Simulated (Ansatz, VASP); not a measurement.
# Zn: VASP beside Ansatz

```xyz
2
Lattice="2.6648 0.0000 0.0000 -1.3324 2.2732 0.0000 0.0000 0.0000 4.9467" Properties=species:S:1:pos:R:3 pbc="T T T"
Zn    0.0000    1.5154    1.2367
Zn    1.3324    0.7577    3.7100
```

Change from the starting cell: strain -0.0150 x Voigt [0, 1, 0, 0, 0, 0], atoms carried along.

Alike in both runs: task single point; functional PBEsol; k mesh 24 × 24 × 10; occupations gaussian, width 0.15 eV; no spin polarisation.

|  | VASP | Ansatz |
| --- | --- | --- |
| version | VASP 6.6.1 | Ansatz 0.2.0 |
| potentials or method | VASP PAW PBE potentials, release 64 (Zn), cutoff 520 eV | scalar-relativistic, plane waves, PAW |
| valence electrons in the cell | 24 | 24 |

|  | VASP | Ansatz | Ansatz less VASP |
| --- | --- | --- | --- |
| gap on the k mesh at the Fermi level (eV) | none | none | - |
| pressure (GPa) | -3.5 | -4.2 | -0.71 |
| traceless stress, the component that is largest in VASP (GPa) | -1.77 | -1.83 | -0.057 |

VASP's potentials were made for PBE, not for PBEsol. A gap of «none» marks a metal or a gap that the smearing closes. With one functional, cell and mesh, what is left measures potentials, basis and numerics.
